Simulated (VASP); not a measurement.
# Bi (P6_3/mmc) in VASP: notebook

Bi is run at these levels: PBE; tasks: single point.

All numbers are computed with VASP 6.6.1; they aren't measurements. Logs are shortened: lines on timing, memory, paths and dates and some standing lists are left out, and cuts for length are marked.

### Step 1. The cell of the first run

The structure is hexagonal, space group P6_3/mmc (No. 194). Conventional cell: a = 3.248 Å, b = 3.248 Å, c = 5.276 Å, α = 90.00°, β = 90.00°, γ = 120.00°. Within 4.3 Å of Bi (site symmetry -6m2) lie 12 Bi at 3.24 to 3.25 Å.

### Step 2. Single point, PBE (volume scaled by 0.76)

INCAR reads:

```
PREC     = Accurate       # precision mode
ENCUT    = 520            # plane-wave cutoff, eV
EDIFF    = 1E-6           # SCF threshold, eV
ISMEAR   = -1             # smearing method
SIGMA    = 0.05           # smearing width, eV
LREAL    = False          # projectors in reciprocal space
LASPH    = True           # aspherical terms in the spheres
NELM     = 80             # most SCF steps
ALGO     = Normal         # electronic algorithm
ISIF     = 2              # what is computed and relaxed
LWAVE    = False          # write WAVECAR
LCHARG   = False          # write CHGCAR
GGA      = PE             # functional
NBANDS   = 22             # bands
```

KPOINTS reads:

```
regular mesh
0
Gamma
  14 14 8
```

POSCAR reads:

```
Bi
1.0
    3.2475940849      0.0000000000      0.0000000000
   -1.6237970424      2.8124989787      0.0000000000
    0.0000000000      0.0000000000      5.2758143272
Bi
2
Direct
    0.3333333333      0.6666666667      0.2500000000
    0.6666666667      0.3333333333      0.7500000000
```

Potentials or basis: VASP PAW PBE potentials, release 64 (Bi_d).

On the command line:

```
$ cat potpaw_PBE.64/Bi_d/POTCAR > POTCAR
$ mpirun -np 1 vasp_std > vasp.out
```

OUTCAR:

```text
PREC = Accurate
   ENCUT = 520
   EDIFF = 1E-6
   ISMEAR = -1
   LREAL = False
   LASPH = True
   NELM = 80
   ISIF = 2
   GGA = PE

 ion  position               nearest neighbor table
   1  0.333  0.667  0.250-   2 3.24   2 3.24   2 3.24   2 3.24   2 3.24   2 3.24
   2  0.667  0.333  0.750-   1 3.24   1 3.24   1 3.24   1 3.24   1 3.24   1 3.24

  LATTYP: Found a hexagonal cell.
 ALAT       =     3.2475940849
 C/A-ratio  =     1.6245300950

  Lattice vectors:

 A1 = (   3.2475940849,   0.0000000000,   0.0000000000)
 A2 = (  -1.6237970424,   2.8124989787,   0.0000000000)
 A3 = (   0.0000000000,   0.0000000000,   5.2758143272)

Analysis of symmetry for initial positions (statically):
=====================================================================
 Subroutine PRICEL returns:
 Original cell was already a primitive cell.

 Routine SETGRP: Setting up the symmetry group for a
 hexagonal supercell.

 Subroutine GETGRP returns: Found 24 space group operations
 (whereof 12 operations were pure point group operations)
 out of a pool of 24 trial point group operations.

The static configuration has the point symmetry D_3d.
 The point group associated with its full space group is D_6h.

Analysis of symmetry for dynamics (positions and initial velocities):
=====================================================================
 Subroutine PRICEL returns:
 Original cell was already a primitive cell.

 Routine SETGRP: Setting up the symmetry group for a
 hexagonal supercell.

 Subroutine GETGRP returns: Found 24 space group operations
 (whereof 12 operations were pure point group operations)
 out of a pool of 24 trial point group operations.

The dynamic configuration has the point symmetry D_3d.
 The point group associated with its full space group is D_6h.

 Subroutine INISYM returns: Found 24 space group operations
 (whereof 12 operations are pure point group operations),
 and found     1 'primitive' translations

----------------------------------------------------------------------------------------

                                     Primitive cell

  volume of cell :      48.1885

  direct lattice vectors                    reciprocal lattice vectors
     3.247594085  0.000000000  0.000000000     0.307920255  0.177777842  0.000000000
    -1.623797042  2.812498979  0.000000000     0.000000000  0.355555685  0.000000000
     0.000000000  0.000000000  5.275814327     0.000000000  0.000000000  0.189544199

  length of vectors
     3.247594085  3.247594085  5.275814327     0.355555685  0.355555685  0.189544199

  position of ions in fractional coordinates (direct lattice)
     0.333333333  0.666666667  0.250000000
     0.666666667  0.333333333  0.750000000

  ion indices of the primitive-cell ions
   primitive index   ion index
                 1           1
                 2           2

----------------------------------------------------------------------------------------

 KPOINTS: regular mesh

Automatic generation of k-mesh.
 Grid dimensions read from file:
 generate k-points for:   14   14    8

 Generating k-lattice:

  Cartesian coordinates                     Fractional coordinates (reciprocal lattice)
     0.021994304  0.012698417  0.000000000     0.071428571 -0.000000000  0.000000000
     0.000000000  0.025396835  0.000000000     0.000000000  0.071428571  0.000000000
     0.000000000  0.000000000  0.023693025     0.000000000  0.000000000  0.125000000

  Length of vectors
     0.025396835  0.025396835  0.023693025

  Shift w.r.t. Gamma in fractional coordinates (k-lattice)
     0.000000000  0.000000000  0.000000000

 Subroutine IBZKPT returns following result:
 ===========================================

 Found    120 irreducible k-points:

 Following reciprocal coordinates:
            Coordinates               Weight
  0.000000  0.000000  0.000000      1.000000
  0.071429  0.000000  0.000000      6.000000
  0.142857  0.000000  0.000000      6.000000
  0.214286 -0.000000  0.000000      6.000000
  0.285714  0.000000  0.000000      6.000000
  0.357143 -0.000000  0.000000      6.000000
[... 16 lines left out ...]
  0.285714  0.285714  0.000000      6.000000
  0.357143  0.285714  0.000000      6.000000
 [... further k-points ...]
   k-points           NKPTS =    120   k-points in BZ     NKDIM =    120   number of bands    NBANDS=     22
   number of dos      NEDOS =    301   number of ions     NIONS =      2
   total plane-waves  NPLWV =  23040
   dimension x,y,z NGX =    24 NGY =   24 NGZ =   40
   dimension x,y,z NGXF=    48 NGYF=   48 NGZF=   80
   ions per type =               2
   NGX,Y,Z   is equivalent  to a cutoff of  12.29, 12.29, 12.60 a.u.
   NGXF,Y,Z  is equivalent  to a cutoff of  24.57, 24.57, 25.21 a.u.
 SYSTEM =  unknown system
   PREC   = accura    normal or accurate (medium, high low for compatibility)
   ISTART =      0    job   : 0-new  1-cont  2-samecut
   ICHARG =      2    charge: 1-file 2-atom 10-const
   ISPIN  =      1    spin polarized calculation?
   LNONCOLLINEAR =      F non collinear calculations
   LSORBIT =      F    spin-orbit coupling
   LASPH  =      T    aspherical Exc in radial PAW
   ENCUT  =  520.0 eV  38.22 Ry    6.18 a.u.   6.04  6.04  9.81*2*pi/ulx,y,z
   NELM   =     80;   NELMIN=  2; NELMDL= -5     # of ELM steps
   EDIFF  = 0.1E-05   stopping-criterion for ELM
   LREAL  =      F    real-space projection
   EDIFFG = 0.1E-04   stopping-criterion for IOM
   NSW    =      0    number of steps for IOM
   IBRION =     -1    ionic relax: 0-MD 1-quasi-New 2-CG
   NFREE  =      0    steps in history (QN), initial steepest desc. (CG)
   ISIF   =      2    stress and relaxation
   ISYM   =      2    0-nonsym 1-usesym 2-fastsym
   POTIM  = 0.5000    time-step for ionic-motion
   TEBEG  =    0.0;   TEEND  =   0.0 temperature during run
   PSTRESS=    0.0 pullay stress
   NELECT =      30.0000    total number of electrons
   NUPDOWN=      -1.0000    fix difference up-down
   EMIN   =  10.00;   EMAX   =-10.00  energy-range for DOS
   EFERMI =   0.00;   METHOD = LEGACY
   ISMEAR =    -1;   SIGMA  =   0.05  broadening in eV -4-tet -1-fermi 0-gaus
   EFERMI_NEDOS =   21; number of points for ismear=-14 and -15
   IALGO  =     38    algorithm
   IMIX   =      4    mixing-type and parameters
     AMIX     =   0.40;   BMIX     =  1.00
     AMIX_MAG =   1.60;   BMIX_MAG =  1.00
  volume/ion in A,a.u.               =      24.09       162.60
  Fermi-wavevector in a.u.,A,eV,Ry     =   1.397872  2.641595 26.586408  1.954046
  Thomas-Fermi vector in A             =   2.521086
   LORBIT       =      0    0 simple, 1 ext, 2 COOP (PROOUT), +10 PAW based schemes
   GGA     = PE    functional components
   LHFCALC =     F    Hartree Fock is set to
   AEXX    =    0.0000 exact exchange contribution
   IVDW    =     0    specifies the selected vdW correction
   LEPSILON=     F    determine dielectric tensor
   LRPA    =     F    only Hartree local field effects (RPA)
 non-spin polarized calculation
  energy-cutoff  :      520.00
  volume of cell :       48.19
 maximum number of plane-waves:      1318
   NGX = 13   NGY = 13   NGZ = 19

 number of electron      29.9999994 magnetization

 Free energy of the ion-electron system (eV)
  ---------------------------------------------------
  ext. energy  EPLUGINS =         0.00000000
  ---------------------------------------------------
  free energy    TOTEN  =        -6.51264840 eV

  energy without entropy =       -6.50196427  energy(sigma->0) =       -6.50730633

 E-fermi :  11.6493     XC(G=0): -11.5754

 val. band max:       11.6421281009   @ k =   0.3571   0.0714   0.1250
 cond. band min:      11.6840103170   @ k =   0.3571   0.2143   0.1250
 fundamental gap:      0.0418822161
 Fermi energy:        11.6493115557

 k-point     1 :       0.0000    0.0000    0.0000
  band No.  band energies     occupation
      1     -11.8063      2.00000
      2     -11.7834      2.00000
      3     -11.7432      2.00000
      4     -11.7432      2.00000
      5     -11.7191      2.00000
      6     -11.7191      2.00000
[... 14 lines left out ...]
     21      22.3713      0.00000
     22      23.7192      0.00000

 k-point     2 :       0.0714    0.0000    0.0000
  band No.  band energies     occupation
      1     -11.8031      2.00000
      2     -11.7841      2.00000
      3     -11.7354      2.00000
      4     -11.7289      2.00000
      5     -11.7160      2.00000
      6     -11.7051      2.00000
[... 14 lines left out ...]
     21      21.8259      0.00000
     22      23.2428      0.00000

 k-point     3 :       0.1429    0.0000    0.0000
  band No.  band energies     occupation
      1     -11.8186      2.00000
      2     -11.7671      2.00000
      3     -11.7256      2.00000
      4     -11.7027      2.00000
      5     -11.6972      2.00000
      6     -11.6904      2.00000
[... 14 lines left out ...]
     21      21.4218      0.00000
     22      22.0232      0.00000

 k-point     4 :       0.2143   -0.0000    0.0000
  band No.  band energies     occupation
      1     -11.8501      2.00000
      2     -11.7434      2.00000
      3     -11.7321      2.00000
      4     -11.7202      2.00000
      5     -11.7169      2.00000
      6     -11.6361      2.00000
[... 14 lines left out ...]
     21      21.5656      0.00000
     22      21.8384      0.00000

 k-point     5 :       0.2857    0.0000    0.0000
  band No.  band energies     occupation
      1     -11.8841      2.00000
      2     -11.7674      2.00000
      3     -11.7492      2.00000
      4     -11.7375      2.00000
      5     -11.6861      2.00000
      6     -11.5753      2.00000
[... 14 lines left out ...]
     21      21.7728      0.00000
     22      22.0781      0.00000

 k-point     6 :       0.3571   -0.0000    0.0000
  band No.  band energies     occupation
      1     -11.9137      2.00000
      2     -11.8014      2.00000
      3     -11.7610      2.00000
      4     -11.7551      2.00000
      5     -11.6511      2.00000
      6     -11.6036      2.00000
[... 14 lines left out ...]
     21      21.6390      0.00000
     22      22.6412      0.00000

 k-point     7 :       0.4286   -0.0000    0.0000
  band No.  band energies     occupation
      1     -11.9337      2.00000
      2     -11.8260      2.00000
      3     -11.7703      2.00000
      4     -11.7668      2.00000
      5     -11.6268      2.00000
      6     -11.6216      2.00000
[... 324 lines left out ...]
      6     -11.6057      2.00000
[... 14 lines left out ...]
     21      22.2115      0.00000
     22      23.2520      0.00000

 k-point    21 :       0.2857    0.2143    0.0000
  band No.  band energies     occupation
      1     -11.8509      2.00000
      2     -11.8010      2.00000
      3     -11.7345      2.00000
      4     -11.7329      2.00000
      5     -11.6303      2.00000
      6     -11.6231      2.00000
[... 14 lines left out ...]
     21      24.0146      0.00000
     22      24.2771      0.00000

 k-point    22 :       0.3571    0.2143    0.0000
  band No.  band energies     occupation
      1     -11.8673      2.00000
      2     -11.8100      2.00000
      3     -11.7271      2.00000
      4     -11.6938      2.00000
      5     -11.6483      2.00000
      6     -11.6158      2.00000
[... 14 lines left out ...]
     21      25.2227      0.00000
     22      25.6154      0.00000

 k-point    23 :       0.2857    0.2857    0.0000
  band No.  band energies     occupation
      1     -11.8715      2.00000
      2     -11.7393      2.00000
      3     -11.7309      2.00000
      4     -11.7170      2.00000
      5     -11.6548      2.00000
      6     -11.5853      2.00000
[... 14 lines left out ...]
     21      23.8469      0.00000
     22      25.3399      0.00000

 k-point    24 :       0.3571    0.2857    0.0000
  band No.  band energies     occupation
      1     -11.8788      2.00000
      2     -11.7376      2.00000
      3     -11.7028      2.00000
      4     -11.6893      2.00000
      5     -11.6713      2.00000
      6     -11.6131      2.00000
[... 14 lines left out ...]
     21      25.6227      0.00000
     22      25.8280      0.00000

 [... further k-points ...]
[... 5 lines left out ...]
  --------------------------------------------------------------------------------------
  -------------------------------------------------------------------------------------
  Total        8.0753113      8.0753113      8.0602224      0.0000000     -0.0000000      0.0000000
  in kB      268.4888403    268.4888403    267.9871610      0.0000000     -0.0000000      0.0000000
  external PRESSURE =     268.3216139 kB  Pullay stress =       0.0000000 kB

 VOLUME and BASIS-vectors are now :
 -----------------------------------------------------------------------------
  energy-cutoff  :      520.00
  volume of cell :       48.19
      direct lattice vectors                 reciprocal lattice vectors
     3.247594085  0.000000000  0.000000000     0.307920255  0.177777842  0.000000000
    -1.623797042  2.812498979  0.000000000     0.000000000  0.355555685  0.000000000
     0.000000000  0.000000000  5.275814327     0.000000000  0.000000000  0.189544199

 POSITION                                       TOTAL-FORCE (eV/Angst)
 -----------------------------------------------------------------------------------
     -0.00000      1.87500      1.31895        -0.000000      0.000000      0.000000
      1.62380      0.93750      3.95686         0.000000     -0.000000      0.000000
 -----------------------------------------------------------------------------------
    total drift:                                0.000000     -0.000000      0.000000

  FREE ENERGIE OF THE ION-ELECTRON SYSTEM (eV)
  ---------------------------------------------------
  free  energy   TOTEN  =        -6.5126483967 eV

  energy  without entropy=       -6.5019642695  energy(sigma->0) =       -6.50730633
```

Wall time 83 s (1 thread of AMD EPYC 9R45 (Zen 5), shared host); peak memory 0.2 GiB.

Results:

```yaml
Free_energy: -6.5126 eV
Pressure: 26.8 GPa
Band_gap_on_the_k_mesh: zero (band 15 reaches 17.14 eV, above the bottom of band 16 at 8.10 eV)
```

Caveat: spin-orbit coupling is left out, which moves the levels of the heavy elements.

(Continued in part 2 of 2.)
